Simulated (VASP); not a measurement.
Set up this calculation in VASP 6.6.1, as the native input.

```yaml
Task: single point
Functional: PBE
Potentials_or_basis: VASP PAW PBE potentials, release 64 (Sc_sv)
Cutoff: 520 eV
k_mesh: 10 × 10 × 6
Occupations: gaussian, width 0.1 eV
Spin: no spin polarisation
Dipole_correction: no
Further_INCAR_settings: ALGO = Normal; EDIFF = 1e-07; NBANDS = 18
```

The structure of Sc lies in POSCAR:

```
Sc
1.0
    3.3090000000      0.0000000000      0.0000000000
   -1.6545000000      2.8656780000      0.0000000000
    0.0000000000      0.0000000000      5.2733000000
Sc
2
Direct
    0.3333333333      0.6666666667      0.2500000000
    0.6666666667      0.3333333333      0.7500000000
```

The input as run:

INCAR

```
SYSTEM = Sc
ALGO     = Normal         ! electronic algorithm
EDIFF    = 1E-7           ! SCF threshold, eV
ENCUT    = 520            ! plane-wave cutoff, eV
GGA      = PE             ! functional
ISIF     = 2              ! what is computed and relaxed
ISMEAR   = 0              ! smearing method
LASPH    = .TRUE.         ! aspherical terms in the spheres
LCHARG   = .FALSE.        ! write CHGCAR
LREAL    = .FALSE.        ! projectors in reciprocal space
LWAVE    = .FALSE.        ! write WAVECAR
NBANDS   = 18             ! bands
NELM     = 60             ! most SCF steps
PREC     = Accurate       ! precision mode
SIGMA    = 0.1            ! smearing width, eV
```

KPOINTS

```
k-points
0
G
  10 10 6
  0 0 0
```

Potentials or basis: VASP PAW PBE potentials, release 64 (Sc_sv).

Run with:

```console
$ cat potpaw_PBE.64/Sc_sv/POTCAR > POTCAR
$ mpirun -np 1 vasp_std > vasp.out
```

It gave:

```json
{"Pressure": "-0.7 GPa", "Band gap on the k mesh": "zero (band 11 reaches 4.48 eV, above the bottom of band 12 at 3.14 eV)"}
```

Wall time 52 s on 1 thread of Intel(R) Xeon(R) Platinum 8259CL CPU @ 2.50GHz (Skylake/Cascade Lake), with other jobs on the host, peak memory 0.2 GiB.
